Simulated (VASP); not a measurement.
Pt: single point with PBEsol

The system is Pt.

```
Pt
1.0
     0.00000    1.98793    1.98793
     1.98793    0.00000    1.98793
     1.98793    1.98793    0.00000
Pt
1
Direct
  0.00000 0.00000 0.00000
```

```yaml
Program: VASP 6.6.1
Task: single point
Functional: PBEsol
Potentials_or_basis: VASP PAW PBE potentials, release 64 (Pt)
Cutoff: 520 eV
k_mesh: 22 × 22 × 22
Occupations: gaussian, width 0.15 eV
Spin: collinear spin, ferromagnetic start
Starting_moments: "[0.1] μB"
Fixed_moment: 0.1 μB
```

| Item | Value |
| --- | --- |
| Pressure | -11.4 GPa |
| Net moment | 0.10 μB per cell |
| Site moments | Pt +0.10 μB |
| Valence electrons inside the program's atomic spheres | Pt 9.18 |

Wall time 4.7 min on 1 thread of AMD EPYC 7R43 64-Core Processor (Zen 3) (shared host), peak memory 0.19 GiB.

Caveat: the PAW data sets were made with another functional, which shifts forces and pressure a little; the total moment is fixed, so each spin has its own Fermi level.
